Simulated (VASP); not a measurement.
# PbO2 (Fm-3m) in VASP: settings compared

PbO2 is run at these levels: LDA, PBEsol, PBE-based screened hybrid with 25 % exact exchange, PBEsol-based screened hybrid with 25 % exact exchange, r2SCAN0; tasks: single point.

Everything below comes from runs of VASP 6.6.1. Logs are shortened: lines on timing, memory, paths and dates and some standing lists are left out, and cuts for length are marked.

## (1) The cell of the first run

The structure is cubic, space group Fm-3m (No. 225). Conventional cell: a = 5.017 Å, b = 5.017 Å, c = 5.017 Å, α = 90.00°, β = 90.00°, γ = 90.00°. Pb (site symmetry m-3m) has 8 O at 2.17 Å within 2.9 Å. O (site symmetry -43m) has 4 Pb at 2.17 Å and 6 O at 2.51 Å within 2.9 Å.

## (2) Single point, LDA, non-collinear spin, typed start, spin-orbit coupling

Input file INCAR:

```
  PREC = Accurate
  ENCUT = 520
  EDIFF = 1E-6
  ISMEAR = -4
  SIGMA = 0.05
  LREAL = F
  LASPH = T
  NELM = 150
  ALGO = Normal
  ISIF = 2
  LWAVE = F
  LCHARG = T
  MAGMOM = 0.084 -0.413 -0.208 0 0 0 0 0 0
  LORBIT = 11
  LSORBIT = T
  GGA_COMPAT = F
  LORBMOM = T
  LVHAR = T
  NBANDS = 39
```

Input file KPOINTS:

```
Automatic mesh
0
Gamma
  9 9 9
```

Input file POSCAR:

```
PbO2
1.0
    0.0000000000      2.5083071791      2.5083071791
    2.5083071791      0.0000000000      2.5083071791
    2.5083071791      2.5083071791      0.0000000000
Pb O
1 2
Direct
    0.0000000000      0.0000000000      0.0000000000
    0.7500000000      0.7500000000      0.7500000000
    0.2500000000      0.2500000000      0.2500000000
```

Potentials or basis: VASP PAW LDA potentials, release 64 (Pb_d, O).

On the command line:

```
$ cat potpaw_LDA.64/Pb_d/POTCAR potpaw_LDA.64/O/POTCAR > POTCAR
$ mpirun -np 1 vasp_ncl > vasp.out
```

OUTCAR:

```text
PREC = Accurate
   ENCUT = 520
   EDIFF = 1E-6
   ISMEAR = -4
   LREAL = F
   LASPH = T
   NELM = 150
   ISIF = 2
   LORBIT = 11
   LSORBIT = T

 ion  position               nearest neighbor table
   1  0.000  0.000  0.000-   2 2.17   2 2.17   2 2.17   2 2.17   3 2.17   3 2.17   3 2.17   3 2.17

   2  0.750  0.750  0.750-   1 2.17   1 2.17   1 2.17   1 2.17
   3  0.250  0.250  0.250-   1 2.17   1 2.17   1 2.17   1 2.17

  LATTYP: Found a face centered cubic cell.
 ALAT       =     5.0166143582

  Lattice vectors:

 A1 = (   0.0000000000,   2.5083071791,   2.5083071791)
 A2 = (   2.5083071791,   0.0000000000,   2.5083071791)
 A3 = (   2.5083071791,   2.5083071791,   0.0000000000)

Analysis of symmetry for initial positions (statically):
=====================================================================
 Subroutine PRICEL returns:
 Original cell was already a primitive cell.

 Routine SETGRP: Setting up the symmetry group for a
 face centered cubic supercell.

 Subroutine GETGRP returns: Found 48 space group operations
 (whereof 48 operations were pure point group operations)
 out of a pool of 48 trial point group operations.

The static configuration has the point symmetry O_h .

Analysis of symmetry for dynamics (positions and initial velocities):
=====================================================================
 Subroutine PRICEL returns:
 Original cell was already a primitive cell.

 Routine SETGRP: Setting up the symmetry group for a
 face centered cubic supercell.

 Subroutine GETGRP returns: Found 48 space group operations
 (whereof 48 operations were pure point group operations)
 out of a pool of 48 trial point group operations.

The dynamic configuration has the point symmetry O_h .

Analysis of structural, dynamic, and magnetic symmetry:
=====================================================================
 Subroutine PRICEL returns:
 Original cell was already a primitive cell.

 Routine SETGRP: Setting up the symmetry group for a
 face centered cubic supercell.

 Subroutine GETGRP returns: Found  2 space group operations
 (whereof  2 operations were pure point group operations)
 out of a pool of 48 trial point group operations.

The overall configuration has the point symmetry S_2 .

 Subroutine INISYM returns: Found  2 space group operations
 (whereof  2 operations are pure point group operations),
 and found     1 'primitive' translations

----------------------------------------------------------------------------------------

                                     Primitive cell

  volume of cell :      31.5626

  direct lattice vectors                    reciprocal lattice vectors
     0.000000000  2.508307179  2.508307179    -0.199337627  0.199337627  0.199337627
     2.508307179  0.000000000  2.508307179     0.199337627 -0.199337627  0.199337627
     2.508307179  2.508307179  0.000000000     0.199337627  0.199337627 -0.199337627

  length of vectors
     3.547282031  3.547282031  3.547282031     0.345262897  0.345262897  0.345262897

  position of ions in fractional coordinates (direct lattice)
     0.000000000  0.000000000  0.000000000
     0.750000000  0.750000000  0.750000000
     0.250000000  0.250000000  0.250000000

  ion indices of the primitive-cell ions
   primitive index   ion index
                 1           1
                 2           2
                 3           3

----------------------------------------------------------------------------------------

 KPOINTS: Automatic mesh

Automatic generation of k-mesh.
 Grid dimensions read from file:
 generate k-points for:    9    9    9

 Generating k-lattice:

  Cartesian coordinates                     Fractional coordinates (reciprocal lattice)
    -0.022148625  0.022148625  0.022148625     0.111111111  0.000000000  0.000000000
     0.022148625 -0.022148625  0.022148625     0.000000000  0.111111111  0.000000000
     0.022148625  0.022148625 -0.022148625     0.000000000  0.000000000  0.111111111

  Length of vectors
     0.038362544  0.038362544  0.038362544

[... 95 lines left out ...]

 Free energy of the ion-electron system (eV)
  ---------------------------------------------------
  ext. energy  EPLUGINS =         0.00000000
  ---------------------------------------------------
  free energy    TOTEN  =       -17.96497751 eV

  energy without entropy =      -17.96497751  energy(sigma->0) =      -17.96497751

 E-fermi :   8.5384     XC(G=0): -12.8941

 val. band max:        8.5384478620   @ k =   0.4444  -0.3333   0.2222
 cond. band min:       7.8191513694   @ k =   0.0000   0.0000   0.0000
 fundamental gap:     -0.7192964927
 Fermi energy:         8.5384477011

 k-point     1 :       0.0000    0.0000    0.0000
  band No.  band energies     occupation
      1     -11.8734      1.00000
      2     -11.8726      1.00000
      3      -8.8054      1.00000
      4      -8.8054      1.00000
      5      -8.8053      1.00000
      6      -8.8053      1.00000
[... 973 lines left out ...]
     37      25.0998      0.00000
     38      25.0999      0.00000

 [... further k-points ...]

 [bands above 38 left out]

------------------------ aborting loop because EDIFF is reached ----------------------------------------

  FORCE on cell =-STRESS in cart. coord.  units (eV):
  Direction    XX          YY          ZZ          XY          YZ          ZX
  --------------------------------------------------------------------------------------
  -------------------------------------------------------------------------------------
  Total        7.4039304      7.4038572      7.4038852      0.0000046      0.0000023      0.0000064
  in kB      375.8380559    375.8343370    375.8357592      0.0002356      0.0001180      0.0003249
  external PRESSURE =     375.8360507 kB  Pullay stress =       0.0000000 kB

 VOLUME and BASIS-vectors are now :
 -----------------------------------------------------------------------------
  energy-cutoff  :      520.00
  volume of cell :       31.56
      direct lattice vectors                 reciprocal lattice vectors
     0.000000000  2.508307179  2.508307179    -0.199337627  0.199337627  0.199337627
     2.508307179  0.000000000  2.508307179     0.199337627 -0.199337627  0.199337627
     2.508307179  2.508307179  0.000000000     0.199337627  0.199337627 -0.199337627

 POSITION                                       TOTAL-FORCE (eV/Angst)
 -----------------------------------------------------------------------------------
      0.00000      0.00000      0.00000         0.000000      0.000000      0.000000
      3.76246      3.76246      3.76246        -0.000005     -0.000002      0.000003
      1.25415      1.25415      1.25415         0.000005      0.000002     -0.000003
 -----------------------------------------------------------------------------------
    total drift:                                0.000000      0.000000      0.000000

  FREE ENERGIE OF THE ION-ELECTRON SYSTEM (eV)
  ---------------------------------------------------
  free  energy   TOTEN  =       -17.9649775084 eV

  energy  without entropy=      -17.9649775084  energy(sigma->0) =      -17.96497751

 orbital moment (x)

 # of ion     p       d       tot
 ----------------------------------------
  1         0.000   0.000   0.000
  2         0.000   0.000   0.000
  3         0.000   0.000   0.000
 ----------------------------------------
            0.000   0.000   0.000

 orbital moment (y)

 # of ion     p       d       tot
 ----------------------------------------
  1        -0.000  -0.000  -0.000
  2        -0.000   0.000  -0.000
  3        -0.000   0.000  -0.000
 ----------------------------------------
           -0.000  -0.000  -0.000

 orbital moment (z)

 # of ion     p       d       tot
 ----------------------------------------
  1        -0.000  -0.000  -0.000
  2        -0.000   0.000  -0.000
  3        -0.000   0.000  -0.000
 ----------------------------------------
           -0.000  -0.000  -0.000

 Spin-Orbit-Coupling matrix elements

 Ion:    1  E_soc:     -0.7582433
 l=   1
     0.0000000    -0.0614677    -0.0614677
    -0.0614677     0.0000000    -0.0614678
    -0.0614677    -0.0614678     0.0000000
 l=   2
     0.0000000    -0.0123523     0.0000000    -0.0123523    -0.0525538
    -0.0123523     0.0000000    -0.0394153    -0.0123523    -0.0131385
     0.0000000    -0.0394153     0.0000000    -0.0394154     0.0000000
    -0.0123523    -0.0123523    -0.0394154     0.0000000    -0.0131385
    -0.0525538    -0.0131385     0.0000000    -0.0131385     0.0000000
 l=   3
     0.0000000     0.0000000     0.0000000     0.0000000     0.0000000     0.0000000     0.0000000
     0.0000000     0.0000000     0.0000000     0.0000000     0.0000000     0.0000000     0.0000000
     0.0000000     0.0000000     0.0000000     0.0000000     0.0000000     0.0000000     0.0000000
     0.0000000     0.0000000     0.0000000     0.0000000     0.0000000     0.0000000     0.0000000
[... 29 lines left out ...]
 l=   2
     0.0000000     0.0000000     0.0000000     0.0000000     0.0000000
     0.0000000     0.0000000     0.0000000     0.0000000     0.0000000
     0.0000000     0.0000000     0.0000000     0.0000000     0.0000000
     0.0000000     0.0000000     0.0000000     0.0000000     0.0000000
     0.0000000     0.0000000     0.0000000     0.0000000     0.0000000
 l=   3
     0.0000000     0.0000000     0.0000000     0.0000000     0.0000000     0.0000000     0.0000000
     0.0000000     0.0000000     0.0000000     0.0000000     0.0000000     0.0000000     0.0000000
     0.0000000     0.0000000     0.0000000     0.0000000     0.0000000     0.0000000     0.0000000
     0.0000000     0.0000000     0.0000000     0.0000000     0.0000000     0.0000000     0.0000000
     0.0000000     0.0000000     0.0000000     0.0000000     0.0000000     0.0000000     0.0000000
     0.0000000     0.0000000     0.0000000     0.0000000     0.0000000     0.0000000     0.0000000
     0.0000000     0.0000000     0.0000000     0.0000000     0.0000000     0.0000000     0.0000000

 total charge

# of ion       s       p       d       tot
------------------------------------------
    1        0.981   0.918  10.114  12.013
    2        1.582   3.480   0.000   5.062
    3        1.582   3.480   0.000   5.062
--------------------------------------------------
tot          4.144   7.879  10.114  22.137

 magnetization (x)

# of ion       s       p       d       tot
------------------------------------------
    1       -0.000  -0.000   0.000   0.000
    2       -0.000   0.000   0.000   0.000
    3       -0.000   0.000   0.000   0.000
--------------------------------------------------
tot         -0.000   0.000   0.000   0.000

 magnetization (y)

# of ion       s       p       d       tot
------------------------------------------
    1        0.000   0.000  -0.000   0.000
    2        0.000  -0.001   0.000  -0.001
    3        0.000  -0.001   0.000  -0.001
--------------------------------------------------
tot          0.000  -0.001  -0.000  -0.001

 magnetization (z)

# of ion       s       p       d       tot
------------------------------------------
    1        0.000   0.000  -0.000   0.000
    2        0.000  -0.000   0.000  -0.000
    3        0.000  -0.000   0.000  -0.000
--------------------------------------------------
tot          0.000  -0.000  -0.000  -0.000
```

Run time: 9.4 min. Hardware: 1 thread of AMD EPYC 9R45 (Zen 5), shared host; peak memory 0.63 GiB.

Results:

```yaml
Free_energy: -17.9650 eV
Pressure: 37.6 GPa
Net_moment: 0.00 μB per cell
Valence_electrons_inside_the_program's_atomic_spheres: Pb 12.01; O 5.06
```

Moments on the atoms (μB; x, y, z):
```
Pb  0.00 0.00 0.00
O   0.00 0.00 0.00
O   0.00 0.00 0.00
```

Caveat: the cell stands under pressure.

## (3) Single point, PBEsol, non-collinear spin, zero start, spin-orbit coupling

This run uses another cell than the first one, of 13.15 Å³/atom.

Input file INCAR:

```
PREC = Accurate
ENCUT = 520
EDIFF = 1E-6
ISMEAR = -1
SIGMA = 0.05
LREAL = False
LASPH = True
NELM = 150
ALGO = Normal
ISIF = 2
LWAVE = False
LCHARG = True
MAGMOM = 0 0 0 0 0 0 0 0 0
LORBIT = 11
LSORBIT = True
GGA_COMPAT = False
LORBMOM = True
GGA = PS
LVHAR = True
NBANDS = 39
```

KPOINTS is that of step 2.

Input file POSCAR:

```
PbO2
1.0
    0.0000000000      2.7019920000      2.7019920000
    2.7019920000      0.0000000000      2.7019920000
    2.7019920000      2.7019920000      0.0000000000
Pb O
1 2
Direct
    0.0000000000      0.0000000000      0.0000000000
    0.7500000000      0.7500000000      0.7500000000
    0.2500000000      0.2500000000      0.2500000000
```

Potentials or basis: VASP PAW PBE potentials, release 64 (Pb_d, O).

On the command line:

```
$ cat potpaw_PBE.64/Pb_d/POTCAR potpaw_PBE.64/O/POTCAR > POTCAR
$ mpirun -np 1 vasp_ncl > vasp.out
```

Wall time 53 s (1 thread of Intel Xeon 6975P-C (Granite Rapids), shared host); peak memory 0.28 GiB.

Results (log left out):

- Free energy: -17.1206 eV
- Pressure: -5.8 GPa
- Net moment: 0.00 μB per cell
- Valence electrons inside the program's atomic spheres: Pb 11.71; O 4.91

Moments on the atoms (μB; x, y, z):
```
Pb  0.00 0.00 0.00
O   0.00 0.00 0.00
O   0.00 0.00 0.00
```

Caveat: the cell stands under tension; the PAW data sets were made with another functional, which shifts forces and pressure a little.

## (4) Single point, PBE-based screened hybrid with 25 % exact exchange

This run uses another cell than the first one, of 13.15 Å³/atom.

POSCAR is that of step 3.

Input file INCAR.step1:

```
SYSTEM = PbO2
PREC = Accurate
ENCUT = 520
EDIFF = 1E-5
ISMEAR = -1
SIGMA = 0.05
LREAL = .False.
LASPH = .True.
NELM = 80
ALGO = Normal
ISIF = 2
LWAVE = .True.
GGA = PE
NBANDS = 20
KPAR = 2
```

Input file INCAR.step2:

```
SYSTEM = PbO2
PREC = Accurate
ENCUT = 520
EDIFF = 1E-7
ISMEAR = -1
SIGMA = 0.05
LREAL = .False.
LASPH = .True.
NELM = 80
ALGO = Normal
ISIF = 2
LWAVE = .False.
LCHARG = .True.
GGA = PE
LHFCALC = .True.
AEXX = 0.25
HFSCREEN = 0.3
PRECFOCK = Normal
LVHAR = .True.
ISTART = 1
NBANDS = 20
KPAR = 2
```

Input file KPOINTS:

```
Automatic mesh
0
Gamma
  5 5 5
  0 0 0
```

Potentials or basis: VASP PAW PBE potentials, release 64 (Pb_d, O).

On the command line:

```
$ cat potpaw_PBE.64/Pb_d/POTCAR potpaw_PBE.64/O/POTCAR > POTCAR
$ cp INCAR.step1 INCAR
$ mpirun -np 2 vasp_std > vasp.out
$ cp INCAR.step2 INCAR
$ mpirun -np 2 vasp_std > vasp.out
```

OUTCAR:

```text
SYSTEM = PbO2
   PREC = Accurate
   ENCUT = 520
   EDIFF = 1E-7
   ISMEAR = -1
   LREAL = .False.
   LASPH = .True.
   NELM = 80
   ISIF = 2
   GGA = PE
   LHFCALC = .True.
   AEXX = 0.25
   HFSCREEN = 0.3
   PRECFOCK = Normal
   ISTART = 1

 ion  position               nearest neighbor table
   1  0.000  0.000  0.000-   2 2.34   2 2.34   2 2.34   3 2.34   3 2.34   3 2.34   3 2.34   2 2.34

[... 417 lines left out ...]
------------------------ aborting loop because EDIFF is reached ----------------------------------------

  FORCE on cell =-STRESS in cart. coord.  units (eV):
  Direction    XX          YY          ZZ          XY          YZ          ZX
  --------------------------------------------------------------------------------------
  -------------------------------------------------------------------------------------
  Total       -2.5143074     -2.5143074     -2.5143074      0.0000000     -0.0000000      0.0000000
  in kB     -102.1049456   -102.1049456   -102.1049456      0.0000000     -0.0000000      0.0000000
  external PRESSURE =    -102.1049456 kB  Pullay stress =       0.0000000 kB

 VOLUME and BASIS-vectors are now :
 -----------------------------------------------------------------------------
  energy-cutoff  :      520.00
  volume of cell :       39.45
      direct lattice vectors                 reciprocal lattice vectors
     0.000000000  2.701992000  2.701992000    -0.185048660  0.185048660  0.185048660
     2.701992000  0.000000000  2.701992000     0.185048660 -0.185048660  0.185048660
     2.701992000  2.701992000  0.000000000     0.185048660  0.185048660 -0.185048660

 POSITION                                       TOTAL-FORCE (eV/Angst)
 -----------------------------------------------------------------------------------
      0.00000      0.00000      0.00000         0.000000     -0.000000      0.000000
      4.05299      4.05299      4.05299         0.000000      0.000000      0.000000
      1.35100      1.35100      1.35100        -0.000000     -0.000000     -0.000000
 -----------------------------------------------------------------------------------
    total drift:                               -0.000002     -0.000004     -0.000002

  FREE ENERGIE OF THE ION-ELECTRON SYSTEM (eV)
  ---------------------------------------------------
  free  energy   TOTEN  =       -19.2577410654 eV

  energy  without entropy=      -19.2539705895  energy(sigma->0) =      -19.25585583
```

OSZICAR.step1:

```text
N       E                     dE             d eps       ncg     rms          rms(c)
DAV:   1     0.275695148087E+03    0.27570E+03   -0.13478E+04   408   0.161E+03
DAV:   2     0.812217240659E+01   -0.26757E+03   -0.25543E+03   416   0.439E+02
DAV:   3    -0.175051633154E+02   -0.25627E+02   -0.25184E+02   484   0.137E+02
DAV:   4    -0.183246669514E+02   -0.81950E+00   -0.81762E+00   440   0.242E+01
DAV:   5    -0.183478010990E+02   -0.23134E-01   -0.23133E-01   556   0.445E+00    0.953E+00
DAV:   6    -0.156324885242E+02    0.27153E+01   -0.11151E+01   596   0.408E+01    0.297E+00
DAV:   7    -0.156226511139E+02    0.98374E-02   -0.56852E-01   448   0.783E+00    0.171E+00
DAV:   8    -0.156238813032E+02   -0.12302E-02   -0.16658E-01   424   0.397E+00    0.830E-01
DAV:   9    -0.156135545389E+02    0.10327E-01   -0.28359E-02   548   0.199E+00    0.155E-01
DAV:  10    -0.156143077399E+02   -0.75320E-03   -0.48839E-03   428   0.480E-01    0.777E-02
DAV:  11    -0.156143032989E+02    0.44409E-05   -0.17227E-04   452   0.106E-01    0.318E-02
DAV:  12    -0.156143052821E+02   -0.19831E-05   -0.35468E-05   420   0.446E-02
   1 F= -.15614305E+02 E0= -.15612402E+02  d E =-.380678E-02
```

Run time: 14 min. Hardware: 2 MPI ranks of Intel Xeon Platinum 8375C at 2.90GHz (Ice Lake), shared host; peak memory 0.27 GiB.

What came out:

```yaml
Free_energy: -19.2577 eV
Pressure: -10.2 GPa
Band_gap_on_the_k_mesh: zero (bands 13 and 14 overlap by 1.10 eV)
```

Levels at points of the mesh, in eV from the Fermi level:
```csv
k point,band 11,band 12,band 13,band 14,band 15,band 16
"(0.00, 0.00, 0.00)",-2.00,-1.27,-1.27,-1.27,8.21,8.21
```

Caveat: the k points lie up to 0.40 Å⁻¹ apart, too coarse for converged energies and pressures of a metal; the PAW data sets were made with another functional, which shifts forces and pressure a little; spin-orbit coupling is left out, which moves the levels of the heavy elements.

(Continued in part 2 of 2.)

The gap in the log of VASP goes by the Fermi energy; the results here count the filled bands.